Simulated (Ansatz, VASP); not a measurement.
# Two plane-wave programs on Be2C

The input INCAR:

```
SYSTEM = Be2C
ALGO     = Normal         ! electronic algorithm
EDIFF    = 1E-6           ! SCF threshold, eV
ENCUT    = 600            ! plane-wave cutoff, eV
GGA      = PE             ! functional
GGA_COMPAT= .FALSE.      
ISIF     = 2              ! what is computed and relaxed
ISMEAR   = 0              ! smearing method
LASPH    = .TRUE.         ! aspherical terms in the spheres
LCHARG   = .FALSE.        ! write CHGCAR
LREAL    = .FALSE.        ! projectors in reciprocal space
LWAVE    = .FALSE.        ! write WAVECAR
NBANDS   = 11             ! bands
NELM     = 120            ! most SCF steps
PREC     = Accurate       ! precision mode
SIGMA    = 0.01           ! smearing width, eV
```

Contents of KPOINTS:

```
k-points
0
G
  8 8 8
  0 0 0
```

POSCAR

```
Be2C
1.0
    0.0000000000      2.1604856385      2.1604856385
    2.1604856385      0.0000000000      2.1604856385
    2.1604856385      2.1604856385      0.0000000000
C Be
1 2
Direct
    0.0000000000      0.0000000000      0.0000000000
    0.2500000000      0.2500000000      0.2500000000
    0.7500000000      0.7500000000      0.7500000000
```

Input for Ansatz:

```yaml
crystal:
  lattice:
    - [0.0, 2.1604856385, 2.1604856385]
    - [2.1604856385, 0.0, 2.1604856385]
    - [2.1604856385, 2.1604856385, 0.0]
  atoms:
    - { symbol: C, position: [0.0, 0.0, 0.0] }
    - { symbol: Be, position: [0.25, 0.25, 0.25] }
    - { symbol: Be, position: [0.75, 0.75, 0.75] }
kpoints:
  mp_grid: { grid: [8, 8, 8] }
hamiltonian:
  xc: pbe
scf:
  occupations: { method: fixed }
output:
  optics:
    e_range: [0, 12]
    de: 0.05
    sigma: 0.1
    bands: { spectra_wanted_up_to: 12 }
  write_density: true
  write_potential: true
  elf: true
  volumetric_format: npy
```

Alike in both runs: task single point; functional PBE; k mesh 8 × 8 × 8; no spin polarisation.

```csv
,VASP,Ansatz
version,VASP 6.6.1,Ansatz 0.2.0
potentials or method,"VASP PAW PBE potentials, release 64 (C, Be)","plane waves, PAW"
plane-wave cutoff (eV),600,420
occupations,"gaussian, width 0.01 eV",fixed
valence electrons in the cell,8,8
```

Ansatz gave:

* gap on the k mesh at the Fermi level (eV): 1.17

What did VASP give for the same quantities?

gap on the k mesh at the Fermi level (eV): 1.16.
